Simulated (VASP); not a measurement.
Set up this calculation in VASP 6.6.1, as the native input.

```
Task                   : single point
Functional             : PBE
Potentials or basis    : VASP PAW PBE potentials, release 64 (Sr_sv, F, O)
Cutoff                 : 520 eV
k mesh                 : 5 × 5 × 3
Occupations            : methfessel-paxton, width 0.026 eV
Spin                   : no spin polarisation
Dipole correction      : no
Further INCAR settings : ALGO = Normal; EDIFF = 1e-06; NBANDS = 39; ISYM = 0
```

The structure of SrO2F lies in POSCAR:

```
SrO2F
1.0
    3.9414920000      0.0000000000      0.0000000000
    1.9707460000     -5.7534890000      0.0000000000
    0.0000000000      0.0000000000     -5.7519720000
Sr F O
2 2 4
Direct
    0.3120000000      0.3760000000      0.7500000000
    0.6880000000      0.6240000000      0.2500000000
    0.9840000000      0.0320000000      0.7500000000
    0.0160000000      0.9680000000      0.2500000000
    0.1180000000      0.7640000000      0.0000000000
    0.8820000000      0.2360000000      0.5000000000
    0.8820000000      0.2360000000      0.0000000000
    0.1180000000      0.7640000000      0.5000000000
```

One way to write it, as run:

INCAR

```
  ALGO = Normal
  EDIFF = 1E-6
  ENCUT = 520
  GGA = PE
  ISIF = 2
  ISMEAR = 1
  ISYM = 0
  LASPH = True
  LCHARG = False
  LREAL = False
  LWAVE = False
  NBANDS = 39
  NELM = 60
  PREC = Accurate
  SIGMA = 0.026
```

KPOINTS

```
k-points
0
Gamma
  5 5 3
```

Potentials or basis: VASP PAW PBE potentials, release 64 (Sr_sv, F, O).

Command:

```sh
$ cat potpaw_PBE.64/Sr_sv/POTCAR potpaw_PBE.64/F/POTCAR potpaw_PBE.64/O/POTCAR > POTCAR
$ mpirun -np 1 vasp_std > vasp.out
```

It gave:

| Property | Result |
| --- | --- |
| Pressure | 2.0 GPa |
| Largest force | 1.759 eV/Å |
| Band gap on the k mesh | zero (bands 29 and 30 overlap by 0.14 eV) |

Caveat: the k points lie up to 0.36 Å⁻¹ apart; forces of over 1 eV/Å act on the atoms, so gaps and moduli don't describe the material at rest.

Run time: 5.3 min on 1 thread of Intel(R) Xeon(R) Platinum 8259CL CPU @ 2.50GHz (Skylake/Cascade Lake) (shared host), peak memory 0.33 GiB.
